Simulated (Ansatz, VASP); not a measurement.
**One calculation of C21O, two programs**

File INCAR:

```
ALGO = Normal
DIPOL = 0.5 0.5 0.300
EDIFF = 1E-6
ENCUT = 520
GGA = PE
IDIPOL = 3
ISIF = 2
ISMEAR = 0
IVDW = 12
LASPH = True
LCHARG = False
LDIPOL = True
LREAL = Auto
LWAVE = False
NBANDS = 62
NELM = 100
PREC = Accurate
SIGMA = 0.05
```

File KPOINTS:

```
k-points
0
Gamma
  6 4 1
```

The input POSCAR:

```
C21O
1.0
    4.9298676348      0.0000000000      0.0000000000
    0.0000000000      6.6106466029      0.0000000000
    0.0000000000      0.0000000000     23.0462285946
C O
21 1
Direct
    0.2500000000      0.6298229082      0.1735641901
    0.7500000000      0.6298229082      0.1735641901
    0.0000000000      0.5373434205      0.1893644698
    0.5000000000      0.5373434205      0.1893644698
    0.0000000000      0.3522116844      0.2208793344
    0.5000000000      0.3522116844      0.2208793344
    0.2500000000      0.2597321967      0.2366796141
    0.7500000000      0.2597321967      0.2366796141
    0.2500000000      0.0746004606      0.2681944787
    0.7500000000      0.0746004606      0.2681944787
    0.0000000000      0.9836592811      0.2844332683
    0.5000000000      0.9836592811      0.2844332683
    0.0000000000      0.7989713350      0.3169069768
    0.5000000000      0.7989713350      0.3169069768
    0.2500000000      0.7082723620      0.3324707277
    0.7500000000      0.7082723620      0.3324707277
    0.2500000000      0.5151741001      0.3643514146
    0.7500000000      0.5151741001      0.3643514146
    0.0000000000      0.4319289200      0.3773384682
    0.5000000000      0.4319289200      0.3773384682
    0.2500000000      0.9319289200      0.5660895248
    0.2500000000      0.9319289200      0.5161898202
```

Input for Ansatz:

```yaml
crystal:
  lattice:
    - [4.9298676348, 0.0, 0.0]
    - [0.0, 6.6106466029, 0.0]
    - [0.0, 0.0, 23.0462285946]
  atoms:
    - { symbol: C, position: [0.25, 0.6298229082, 0.1735641901] }
    - { symbol: C, position: [0.75, 0.6298229082, 0.1735641901] }
    - { symbol: C, position: [0.0, 0.5373434205, 0.1893644698] }
    - { symbol: C, position: [0.5, 0.5373434205, 0.1893644698] }
    - { symbol: C, position: [0.0, 0.3522116844, 0.2208793344] }
    - { symbol: C, position: [0.5, 0.3522116844, 0.2208793344] }
    - { symbol: C, position: [0.25, 0.2597321967, 0.2366796141] }
    - { symbol: C, position: [0.75, 0.2597321967, 0.2366796141] }
    - { symbol: C, position: [0.25, 0.0746004606, 0.2681944787] }
    - { symbol: C, position: [0.75, 0.0746004606, 0.2681944787] }
    - { symbol: C, position: [0.0, 0.9836592811, 0.2844332683] }
    - { symbol: C, position: [0.5, 0.9836592811, 0.2844332683] }
    - { symbol: C, position: [0.0, 0.798971335, 0.3169069768] }
    - { symbol: C, position: [0.5, 0.798971335, 0.3169069768] }
    - { symbol: C, position: [0.25, 0.708272362, 0.3324707277] }
    - { symbol: C, position: [0.75, 0.708272362, 0.3324707277] }
    - { symbol: C, position: [0.25, 0.5151741001, 0.3643514146] }
    - { symbol: C, position: [0.75, 0.5151741001, 0.3643514146] }
    - { symbol: C, position: [0.0, 0.43192892, 0.3773384682] }
    - { symbol: C, position: [0.5, 0.43192892, 0.3773384682] }
    - { symbol: O, position: [0.25, 0.93192892, 0.5161898202] }
    - { symbol: C, position: [0.25, 0.93192892, 0.5660895248] }
basis:
  ecutwfc: 420
kpoints:
  mp_grid: { grid: [6, 4, 1] }
hamiltonian:
  xc: pbe
  pseudopotentials: { kind: paw, azcp: { folder: soft_1 } }
  dispersion: d3bj
scf:
  occupations: { method: gaussian, width: 0.05 }
output:
  forces: true
  eigenvalues: true
efield:
  axis: 3
  dipole_correction: true
  ramp_width: 0.04
```

Alike in both runs: task single point; functional PBE; dispersion D3(BJ); k mesh 6 × 4 × 1; occupations gaussian, width 0.05 eV; no spin polarisation.

|  | VASP | Ansatz |
| --- | --- | --- |
| version | VASP 6.6.1 | Ansatz 0.2.0 |
| potentials or method | VASP PAW PBE potentials, release 64 (C, O), cutoff 520 eV | scalar-relativistic, plane waves, PAW |
| valence electrons in the cell | 90 | 90 |

|  | VASP | Ansatz | Ansatz less VASP |
| --- | --- | --- | --- |
| gap on the k mesh at the Fermi level (eV) | none | none | - |
| rms of the force components (eV/Å) | 0.704 | 0.749 | +0.0450 |

A gap of «none» marks a metal or a gap that the smearing closes.

Noted on VASP's run: the standard files for N, O and F lose accuracy on very short bonds.
